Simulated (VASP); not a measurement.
A run of VASP 6.6.1 is set up as follows.

INCAR

```
PREC = Accurate
ENCUT = 520
EDIFF = 1E-6
ISMEAR = 0
SIGMA = 0.05
LREAL = F
LASPH = T
NELM = 80
ALGO = Normal
ISIF = 2
LWAVE = F
LCHARG = F
GGA = PS
NBANDS = 16
```

The input KPOINTS:

```
Automatic mesh
0
Gamma
  9 9 6
```

The input POSCAR:

```
AlN
1.0
    3.0643371193      0.0000000000      0.0000000000
   -1.5321685597      2.6537937911      0.0000000000
    0.0000000000      0.0000000000      4.9033300000
Al N
2 2
Direct
    0.3333333333      0.6666666667      0.0000000000
    0.6666666667      0.3333333333      0.5000000000
    0.3333333333      0.6666666667      0.3850000000
    0.6666666667      0.3333333333      0.8850000000
```

Potentials or basis: VASP PAW PBE potentials, release 64 (Al, N).

The run is started by

```sh
$ cat potpaw_PBE.64/Al/POTCAR potpaw_PBE.64/N/POTCAR > POTCAR
$ mpirun -np 1 vasp_std > vasp.out
```

(1) Predict the largest force.

(2) Predict the band gap on the k mesh.

(3) What does it give for the pressure?

## Answers

(1) 0.181 eV/Å.

(2) 4.49 eV.

(3) 10.7 GPa.

Caveat: the cell differs from its parent crystal (strain -0.015 along x and y, -0.015 along z); the cell stands under pressure; the PAW data sets were made with another functional, which shifts forces and pressure a little; an odd mesh through Γ misses points on the zone boundary, where band edges can lie.
